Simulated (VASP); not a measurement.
TaSi2, 9 atoms in the cell. The structure is hexagonal, space group P6_422 (No. 181). Conventional cell: a = 4.784 Å, b = 4.784 Å, c = 6.570 Å, α = 90.00°, β = 90.00°, γ = 120.00°. Within 3.4 Å of Ta (site symmetry 222) lie 10 Si at 2.61 to 2.83 Å and 4 Ta at 3.24 Å. Si (site symmetry 2) has 9 Si at 2.56 to 3.33 Å and 5 Ta at 2.61 to 2.83 Å within 3.4 Å. 

| Item | Value |
| --- | --- |
| Program | VASP 6.6.1 |
| Task | relaxation of cell and atoms |
| Functional | PBEsol |
| Potentials or basis | VASP PAW PBE potentials, release 64 (Ta_pv, Si) |
| Cutoff | 600 eV |
| k mesh | 5 × 5 × 3 |
| Occupations | fermi-dirac, width 0.05 eV |
| Spin | no spin polarisation |
| Target pressure | 30 GPa |
| Dipole correction | no |
| Further INCAR settings | ALGO = Normal; EDIFF = 1e-06; IBRION = 2; EDIFFG = -0.01; NSW = 60; ISIF = 3 |

Potentials or basis: VASP PAW PBE potentials, release 64 (Ta_pv, Si).

The run is started by

```bash
$ cat potpaw_PBE.64/Ta_pv/POTCAR potpaw_PBE.64/Si/POTCAR > POTCAR
$ mpirun -np 1 vasp_std > vasp.out
```

Hardware: 1 thread of Intel Xeon 8259CL, with other jobs on the host.

Task: How long does it take, and how much memory?

Result: Wall time 12 min on 1 thread of Intel Xeon 8259CL (shared host), peak memory 0.32 GiB. Counts: scf iterations 85, k points 10, ion steps 11.
